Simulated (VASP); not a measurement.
# SbMo (P6_3/mmc) in VASP: further runs

The runs below take SbMo through relaxation of shape and atoms at fixed volume, with PBE.

Everything below comes from runs of VASP 6.6.1. Logs are shortened: lines on timing, memory, paths and dates and some standing lists are left out, and cuts for length are marked.

## (1) The cell of the first run

It takes space group P6_3/mmc (No. 194, hexagonal). The conventional cell has a = 4.329 Å, b = 4.329 Å, c = 5.217 Å, α = 90.00°, β = 90.00°, γ = 120.00°. Within 3.4 Å of Mo (site symmetry -3m) lie 2 Mo at 2.61 Å and 6 Sb at 2.82 Å. Within 3.7 Å of Sb (site symmetry -6m2) lie 6 Mo at 2.82 Å and 6 Sb at 3.61 Å.

## (2) Relaxation of shape and atoms at fixed volume, PBE (21.17 Å³/atom)

The input, INCAR:

```
SYSTEM = SbMo
PREC = Accurate
ENCUT = 600
EDIFF = 1E-6
ISMEAR = 0
SIGMA = 0.05
LREAL = .False.
LASPH = .True.
NELM = 60
ALGO = Normal
ISIF = 4
LWAVE = .False.
LCHARG = .False.
GGA = PE
IBRION = 2
NSW = 60
EDIFFG = -0.01
```

The input, KPOINTS:

```
Automatic mesh
0
Gamma
  10 10 6
  0 0 0
```

The input, POSCAR:

```
SbMo
1.0
    4.3290442932      0.0000000000      0.0000000000
   -2.1645221466      3.7490623320      0.0000000000
    0.0000000000      0.0000000000      5.2174854669
Mo Sb
2 2
Direct
    0.0000000000      0.0000000000      0.0000000000
    0.0000000000      0.0000000000      0.5000000000
    0.3333333333      0.6666666667      0.2500000000
    0.6666666667      0.3333333333      0.7500000000
```

Potentials or basis: VASP PAW PBE potentials, release 64 (Mo_sv, Sb).

On the command line:

```sh
$ cat potpaw_PBE.64/Mo_sv/POTCAR potpaw_PBE.64/Sb/POTCAR > POTCAR
$ mpirun -np 1 vasp_std > vasp.out
```

OUTCAR:

```text
SYSTEM = SbMo
   PREC = Accurate
   ENCUT = 600
   EDIFF = 1E-6
   ISMEAR = 0
   LREAL = .False.
   LASPH = .True.
   NELM = 60
   ISIF = 4
   GGA = PE
   IBRION = 2
   NSW = 60
   EDIFFG = -0.01

 ion  position               nearest neighbor table
   1  0.000  0.000  0.000-   2 2.61   2 2.61   4 2.82   3 2.82   3 2.82   4 2.82   4 2.82   3 2.82

   2  0.000  0.000  0.500-   1 2.61   1 2.61   4 2.82   3 2.82   3 2.82   4 2.82   4 2.82   3 2.82

   3  0.333  0.667  0.250-   1 2.82   2 2.82   1 2.82   2 2.82   1 2.82   2 2.82   4 3.61   4 3.61
                             4 3.61   4 3.61   4 3.61   4 3.61
   4  0.667  0.333  0.750-   1 2.82   2 2.82   1 2.82   2 2.82   1 2.82   2 2.82   3 3.61   3 3.61
                             3 3.61   3 3.61   3 3.61   3 3.61

  LATTYP: Found a hexagonal cell.
 ALAT       =     4.3290442932
 C/A-ratio  =     1.2052280165

  Lattice vectors:

 A1 = (   4.3290442932,   0.0000000000,   0.0000000000)
 A2 = (  -2.1645221466,   3.7490623320,   0.0000000000)
 A3 = (   0.0000000000,   0.0000000000,   5.2174854669)

Analysis of symmetry for initial positions (statically):
=====================================================================
 Subroutine PRICEL returns:
 Original cell was already a primitive cell.

 Routine SETGRP: Setting up the symmetry group for a
 hexagonal supercell.

 Subroutine GETGRP returns: Found 24 space group operations
 (whereof 12 operations were pure point group operations)
 out of a pool of 24 trial point group operations.

The static configuration has the point symmetry D_3d.
 The point group associated with its full space group is D_6h.

Analysis of symmetry for dynamics (positions and initial velocities):
=====================================================================
 Subroutine PRICEL returns:
 Original cell was already a primitive cell.

 Routine SETGRP: Setting up the symmetry group for a
 hexagonal supercell.

 Subroutine GETGRP returns: Found 24 space group operations
 (whereof 12 operations were pure point group operations)
 out of a pool of 24 trial point group operations.

The dynamic configuration has the point symmetry D_3d.
 The point group associated with its full space group is D_6h.

 Subroutine INISYM returns: Found 24 space group operations
 (whereof 12 operations are pure point group operations),
 and found     1 'primitive' translations

----------------------------------------------------------------------------------------

                                     Primitive cell

  volume of cell :      84.6790

  direct lattice vectors                    reciprocal lattice vectors
     4.329044293  0.000000000  0.000000000     0.230997867  0.133366681  0.000000000
    -2.164522147  3.749062332  0.000000000     0.000000000  0.266733362  0.000000000
     0.000000000  0.000000000  5.217485467     0.000000000  0.000000000  0.191663208

  length of vectors
     4.329044293  4.329044293  5.217485467     0.266733362  0.266733362  0.191663208

  position of ions in fractional coordinates (direct lattice)
     0.000000000  0.000000000  0.000000000
     0.000000000  0.000000000  0.500000000
     0.333333333  0.666666667  0.250000000
     0.666666667  0.333333333  0.750000000

  ion indices of the primitive-cell ions
   primitive index   ion index
                 1           1
                 2           2
                 3           3
                 4           4

----------------------------------------------------------------------------------------

 KPOINTS: Automatic mesh

Automatic generation of k-mesh.
 Grid dimensions read from file:
 generate k-points for:   10   10    6

 Generating k-lattice:

  Cartesian coordinates                     Fractional coordinates (reciprocal lattice)
     0.023099787  0.013336668  0.000000000     0.100000000  0.000000000  0.000000000
     0.000000000  0.026673336  0.000000000     0.000000000  0.100000000  0.000000000
     0.000000000  0.000000000  0.031943868     0.000000000  0.000000000  0.166666667

  Length of vectors
     0.026673336  0.026673336  0.031943868

  Shift w.r.t. Gamma in fractional coordinates (k-lattice)
     0.000000000  0.000000000  0.000000000

 Subroutine IBZKPT returns following result:
 ===========================================

 Found     56 irreducible k-points:

 Following reciprocal coordinates:
            Coordinates               Weight
  0.000000  0.000000  0.000000      1.000000
  0.100000 -0.000000  0.000000      6.000000
  0.200000 -0.000000  0.000000      6.000000
  0.300000  0.000000  0.000000      6.000000
  0.400000 -0.000000  0.000000      6.000000
  0.500000 -0.000000  0.000000      3.000000
[... 16 lines left out ...]
  0.300000  0.100000  0.166667     24.000000
  0.400000  0.100000  0.166667     24.000000
 [... further k-points ...]
   k-points           NKPTS =     56   k-points in BZ     NKDIM =     56   number of bands    NBANDS=     23
   number of dos      NEDOS =    301   number of ions     NIONS =      4
   total plane-waves  NPLWV =  54432
   dimension x,y,z NGX =    36 NGY =   36 NGZ =   42
   dimension x,y,z NGXF=    72 NGYF=   72 NGZF=   84
   ions per type =               2   2
   NGX,Y,Z   is equivalent  to a cutoff of  13.82, 13.82, 13.38 a.u.
   NGXF,Y,Z  is equivalent  to a cutoff of  27.65, 27.65, 26.77 a.u.
 SYSTEM =  SbMo
   PREC   = accura    normal or accurate (medium, high low for compatibility)
   ISTART =      0    job   : 0-new  1-cont  2-samecut
   ICHARG =      2    charge: 1-file 2-atom 10-const
   ISPIN  =      1    spin polarized calculation?
   LNONCOLLINEAR =      F non collinear calculations
   LSORBIT =      F    spin-orbit coupling
   LASPH  =      T    aspherical Exc in radial PAW
   ENCUT  =  600.0 eV  44.10 Ry    6.64 a.u.   8.65  8.65 10.42*2*pi/ulx,y,z
   NELM   =     60;   NELMIN=  2; NELMDL= -5     # of ELM steps
   EDIFF  = 0.1E-05   stopping-criterion for ELM
   LREAL  =      F    real-space projection
   EDIFFG = -.1E-01   stopping-criterion for IOM
   NSW    =     60    number of steps for IOM
   IBRION =      2    ionic relax: 0-MD 1-quasi-New 2-CG
   NFREE  =      1    steps in history (QN), initial steepest desc. (CG)
   ISIF   =      4    stress and relaxation
   ISYM   =      2    0-nonsym 1-usesym 2-fastsym
   POTIM  = 0.5000    time-step for ionic-motion
   TEBEG  =    0.0;   TEEND  =   0.0 temperature during run
   PSTRESS=    0.0 pullay stress
   NELECT =      38.0000    total number of electrons
   NUPDOWN=      -1.0000    fix difference up-down
   EMIN   =  10.00;   EMAX   =-10.00  energy-range for DOS
   EFERMI =   0.00;   METHOD = LEGACY
   ISMEAR =     0;   SIGMA  =   0.05  broadening in eV -4-tet -1-fermi 0-gaus
   EFERMI_NEDOS =   21; number of points for ismear=-14 and -15
   IALGO  =     38    algorithm
   IMIX   =      4    mixing-type and parameters
     AMIX     =   0.40;   BMIX     =  1.00
     AMIX_MAG =   1.60;   BMIX_MAG =  1.00
  volume/ion in A,a.u.               =      21.17       142.86
  Fermi-wavevector in a.u.,A,eV,Ry     =   1.253364  2.368515 21.373699  1.570923
  Thomas-Fermi vector in A             =   2.387221
   LORBIT       =      0    0 simple, 1 ext, 2 COOP (PROOUT), +10 PAW based schemes
   GGA     = PE    functional components
   LHFCALC =     F    Hartree Fock is set to
   AEXX    =    0.0000 exact exchange contribution
   IVDW    =     0    specifies the selected vdW correction
   LEPSILON=     F    determine dielectric tensor
   LRPA    =     F    only Hartree local field effects (RPA)
 conjugate gradient relaxation of ions
 non-spin polarized calculation
 Gauss-broadening in eV      SIGMA  =   0.05
  energy-cutoff  :      600.00
  volume of cell :       84.68
 maximum number of plane-waves:      2853
 NGX is ok and might be reduce to    36
   NGX = 17   NGY = 17   NGZ = 21

--------------------------------------- Ionic step        1  -------------------------------------------

 number of electron      37.9999999 magnetization

 Free energy of the ion-electron system (eV)
  ---------------------------------------------------
  ext. energy  EPLUGINS =         0.00000000
  ---------------------------------------------------
  free energy    TOTEN  =       -28.92794574 eV

  energy without entropy =      -28.92497580  energy(sigma->0) =      -28.92646077

------------------------ aborting loop because EDIFF is reached ----------------------------------------

  FORCE on cell =-STRESS in cart. coord.  units (eV):
  Direction    XX          YY          ZZ          XY          YZ          ZX
  --------------------------------------------------------------------------------------
  -------------------------------------------------------------------------------------
  Total        1.3805481      1.3805481      1.7566642      0.0000000      0.0000000      0.0000000
  in kB       26.1207829     26.1207829     33.2371204      0.0000000      0.0000000      0.0000000
  external PRESSURE =      28.4928954 kB  Pullay stress =       0.0000000 kB
[... 61 lines left out ...]
  energy  without entropy=      -28.9257584121  energy(sigma->0) =      -28.92720715

--------------------------------------- Ionic step        3  -------------------------------------------

 number of electron      38.0000001 magnetization

 Free energy of the ion-electron system (eV)
  ---------------------------------------------------
  ext. energy  EPLUGINS =         0.00000000
  ---------------------------------------------------
  free energy    TOTEN  =       -28.92870523 eV

  energy without entropy =      -28.92583378  energy(sigma->0) =      -28.92726950

 E-fermi :   9.5354     XC(G=0): -11.3189

 val. band max:        9.5338593101   @ k =   0.3000   0.1000   0.0000
 cond. band min:       9.5780747445   @ k =   0.5000  -0.0000   0.5000
 fundamental gap:      0.0442154344
 Fermi energy:         9.5354151455

 k-point     1 :       0.0000    0.0000    0.0000
  band No.  band energies     occupation
      1     -51.1065      2.00000
      2     -50.9271      2.00000
      3     -25.8607      2.00000
      4     -25.2252      2.00000
      5     -25.2252      2.00000
      6     -25.0576      2.00000
[... 613 lines left out ...]
     22      11.3430      0.00000
     23      11.6756      0.00000

 [... further k-points ...]

------------------------ aborting loop because EDIFF is reached ----------------------------------------

  FORCE on cell =-STRESS in cart. coord.  units (eV):
  Direction    XX          YY          ZZ          XY          YZ          ZX
  --------------------------------------------------------------------------------------
  -------------------------------------------------------------------------------------
  Total        1.4384812      1.4384812      1.4467954      0.0000000     -0.0000000     -0.0000000
  in kB       27.2169107     27.2169107     27.3742199      0.0000000     -0.0000000     -0.0000000
  external PRESSURE =      27.2693471 kB  Pullay stress =       0.0000000 kB
[... 19 lines left out ...]
  FREE ENERGIE OF THE ION-ELECTRON SYSTEM (eV)
  ---------------------------------------------------
  free  energy   TOTEN  =       -28.9287052275 eV

  energy  without entropy=      -28.9258337783  energy(sigma->0) =      -28.92726950

 reached required accuracy - stopping structural energy minimisation
```

Wall time 4.4 min (1 thread of Intel Xeon 8259CL, shared host); peak memory 0.31 GiB.

What came out:

```yaml
Free_energy: -28.9287 eV
Energy_gained_by_relaxing: 0.2 meV/atom
Ionic_steps: 3
Pressure_after_relaxing: 2.7 GPa
Band_gap_on_the_k_mesh: zero (bands 19 and 20 overlap by 1.50 eV)
```

The path:
```
step  energy change (eV)  largest force (eV/Å)  pressure (GPa)  volume (Å³)
   1              0.0000                0.0000            2.85        84.68
   2             -0.0007                0.0000            2.76        84.68
   3             -0.0008                0.0000            2.73        84.68
```

Final structure:
```cif
data_structure
_symmetry_space_group_name_H-M 'P 1'
_symmetry_Int_Tables_number 1
_cell_length_a 4.3204
_cell_length_b 4.3204
_cell_length_c 5.2384
_cell_angle_alpha 90.000
_cell_angle_beta 90.000
_cell_angle_gamma 120.000
_cell_volume 84.68
loop_
_atom_site_label
_atom_site_type_symbol
_atom_site_fract_x
_atom_site_fract_y
_atom_site_fract_z
_atom_site_occupancy
Mo1 Mo 0.00000 0.00000 0.00000 1
Mo2 Mo 0.00000 0.00000 0.50000 1
Sb1 Sb 0.33333 0.66667 0.25000 1
Sb2 Sb 0.66667 0.33333 0.75000 1
```

Caveat: spin-orbit coupling is left out, which moves the levels of the heavy elements.

(Continued in part 2 of 2.)

The gap in the log of VASP goes by the Fermi energy; the results here count the filled bands.